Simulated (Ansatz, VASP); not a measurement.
# Ti3Zn in VASP and in Ansatz

Contents of INCAR:

```
SYSTEM = Ti3Zn
PREC = Accurate ; ENCUT = 520
EDIFF = 1E-6 ; ISMEAR = 0
SIGMA = 0.15 ; LREAL = .FALSE.
LASPH = .TRUE. ; NELM = 60
ALGO = Fast ; ISIF = 2
LWAVE = .FALSE. ; LCHARG = .TRUE.
GGA = CA ; LELF = .TRUE.
LVHAR = .TRUE. ; NBANDS = 32
```

KPOINTS

```
regular mesh
0
G
  12 12 12
  0 0 0
```

POSCAR

```
Ti3Zn
1.0
    3.9809149900      0.1078016545      0.1078016545
    0.1078016545      3.9809149900      0.1078016545
    0.1078016545      0.1078016545      3.9809149900
Ti Zn
3 1
Direct
    0.0000000000      0.5000000000      0.5000000000
    0.5000000000      0.0000000000      0.5000000000
    0.5000000000      0.5000000000      0.0000000000
    0.0000000000      0.0000000000      0.0000000000
```

Input for Ansatz:

```yaml
crystal:
  lattice:
    - [3.98091499, 0.1078016545, 0.1078016545]
    - [0.1078016545, 3.98091499, 0.1078016545]
    - [0.1078016545, 0.1078016545, 3.98091499]
  atoms:
    - { symbol: Ti, position: [0.0, 0.5, 0.5] }
    - { symbol: Ti, position: [0.5, 0.0, 0.5] }
    - { symbol: Ti, position: [0.5, 0.5, 0.0] }
    - { symbol: Zn, position: [0.0, 0.0, 0.0] }
basis:
  ecutwfc: 520.0
kpoints:
  mp_grid: { grid: [12, 12, 12] }
hamiltonian:
  xc: lda
scf:
  occupations: { method: gaussian, width: 0.15 }
output:
  forces: true
  stress: true
  eigenvalues: true
```

Alike in both runs: task single point; functional LDA; k mesh 12 × 12 × 12; occupations gaussian, width 0.15 eV; no spin polarisation.

```csv
,VASP,Ansatz
version,VASP 6.6.1,Ansatz 0.2.0
potentials or method,"VASP PAW LDA potentials, release 64 (Ti_sv, Zn), cutoff 520 eV","scalar-relativistic, plane waves, PAW"
valence electrons in the cell,48,48
```

VASP gave:

- gap on the k mesh at the Fermi level (eV): none
- pressure (GPa): -5.3
- traceless stress, the component that is largest in VASP (GPa): -3.91

**Question.** Which values does Ansatz return?

**Answer.** gap on the k mesh at the Fermi level (eV): none; pressure (GPa): -5.5; traceless stress, the component that is largest in VASP (GPa): -3.89.

LDA's correlation is that of Perdew and Zunger in VASP and of Perdew and Wang (1992) in Ansatz. A gap of «none» marks a metal or a gap that the smearing closes.
